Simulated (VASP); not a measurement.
Write the native input for VASP 6.6.1 that does the following.

- Task: single point
- Functional: r2SCAN
- Potentials or basis: VASP PAW PBE potentials, release 64 (Li_sv, Cl)
- Cutoff: 520 eV
- k mesh: 6 × 6 × 4
- Occupations: gaussian, width 0.01 eV
- Spin: no spin polarisation
- Dipole correction: no
- Further INCAR settings: ALGO = Normal; EDIFF = 1e-06; NBANDS = 18

The system is LiCl.

```
CELL_PARAMETERS angstrom
3.89374 0.00000 0.00000
-1.94687 3.37208 0.00000
0.00000 0.00000 6.22588
ATOMIC_POSITIONS crystal
Li 0.66667 0.33333 0.87808
Li 0.33333 0.66667 0.37808
Cl 0.66667 0.33333 0.49692
Cl 0.33333 0.66667 0.99692
```

The input as run:

POSCAR

```
LiCl
1.0
    3.8937404213      0.0000000000      0.0000000000
   -1.9468702107      3.3720781205      0.0000000000
    0.0000000000      0.0000000000      6.2258773919
Li Cl
2 2
Direct
    0.6666666667      0.3333333333      0.8780761529
    0.3333333333      0.6666666667      0.3780761529
    0.6666666667      0.3333333333      0.4969248471
    0.3333333333      0.6666666667      0.9969248471
```

INCAR.step1

```
  PREC = Accurate
  ENCUT = 520
  ISMEAR = 0
  SIGMA = 0.01
  LREAL = False
  LASPH = True
  NELM = 80
  NBANDS = 18
  GGA = PE
  ALGO = Normal
  EDIFF = 1E-4
  LWAVE = True
  LCHARG = False
```

INCAR.step2

```
  PREC = Accurate
  ENCUT = 520
  EDIFF = 1E-6
  ISMEAR = 0
  SIGMA = 0.01
  LREAL = False
  LASPH = True
  NELM = 80
  ALGO = Normal
  ISIF = 2
  LWAVE = False
  LCHARG = False
  METAGGA = R2SCAN
  LMIXTAU = True
  NBANDS = 18
  ISTART = 1
```

KPOINTS

```
Automatic mesh
0
Gamma
  6 6 4
```

Potentials or basis: VASP PAW PBE potentials, release 64 (Li_sv, Cl).

Launch:

```bash
$ cat potpaw_PBE.64/Li_sv/POTCAR potpaw_PBE.64/Cl/POTCAR > POTCAR
$ cp INCAR.step1 INCAR
$ mpirun -np 1 vasp_std > vasp.out
$ cp INCAR.step2 INCAR
$ mpirun -np 1 vasp_std > vasp.out
```

It gave:

- Largest force: 0.004 eV/Å
- Band gap on the k mesh: 6.74 eV

Caveat: the PAW data sets were made with another functional, which shifts forces and pressure a little.

Wall time 2.9 min on 1 thread of Intel Xeon 8259CL (shared host), peak memory 0.21 GiB.
